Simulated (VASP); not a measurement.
Write the native input for VASP 6.6.1 that does the following.

```
Task                   : single point
Functional             : revPBE
Potentials or basis    : VASP PAW PBE potentials, release 64 (Co)
Cutoff                 : 520 eV
k mesh                 : 17 × 17 × 17
Occupations            : fermi-dirac, width 0.05 eV
Spin                   : collinear spin, ferromagnetic start
Starting moments       : [1.757] μB
Dipole correction      : no
Further INCAR settings : ALGO = Normal; EDIFF = 1e-06; NBANDS = 14
```

The structure of Co lies in POSCAR:

```
Co
1.0
    0.0000000000      1.7485063301      1.7485063301
    1.7485063301      0.0000000000      1.7485063301
    1.7485063301      1.7485063301      0.0000000000
Co
1
Direct
    0.0000000000      0.0000000000      0.0000000000
```

This cell differs from its parent crystal: volume scaled by 0.96.

These files were run (other wordings do the same):

INCAR

```
PREC     = Accurate       # precision mode
ENCUT    = 520            # plane-wave cutoff, eV
EDIFF    = 1E-6           # SCF threshold, eV
ISMEAR   = -1             # smearing method
SIGMA    = 0.05           # smearing width, eV
LREAL    = False          # projectors in reciprocal space
LASPH    = True           # aspherical terms in the spheres
NELM     = 150            # most SCF steps
ALGO     = Normal         # electronic algorithm
ISIF     = 2              # what is computed and relaxed
LWAVE    = False          # write WAVECAR
LCHARG   = True           # write CHGCAR
ISPIN    = 2              # spin polarisation
MAGMOM   = 1.757          # initial moments
LORBIT   = 11             # projections on sites
LMAXMIX  = 4              # l up to which the mixer works
GGA      = RE             # functional
LELF     = True           # ELF
LVHAR    = True         
NBANDS   = 14             # bands
```

KPOINTS

```
regular mesh
0
Gamma
  17 17 17
```

Potentials or basis: VASP PAW PBE potentials, release 64 (Co).

Command:

```bash
$ cat potpaw_PBE.64/Co/POTCAR > POTCAR
$ mpirun -np 1 vasp_std > vasp.out
```

It gave:

* Pressure: 8.5 GPa
* Net moment: 1.66 μB per cell
* Site moments: Co +1.67 μB
* Valence electrons inside the program's atomic spheres: Co 8.30

Caveat: the PAW data sets were made with another functional, which shifts forces and pressure a little.

Run time: 42 s on 1 thread of Intel(R) Xeon(R) Platinum 8259CL CPU @ 2.50GHz (Skylake/Cascade Lake), with other jobs on the host, peak memory 0.15 GiB.
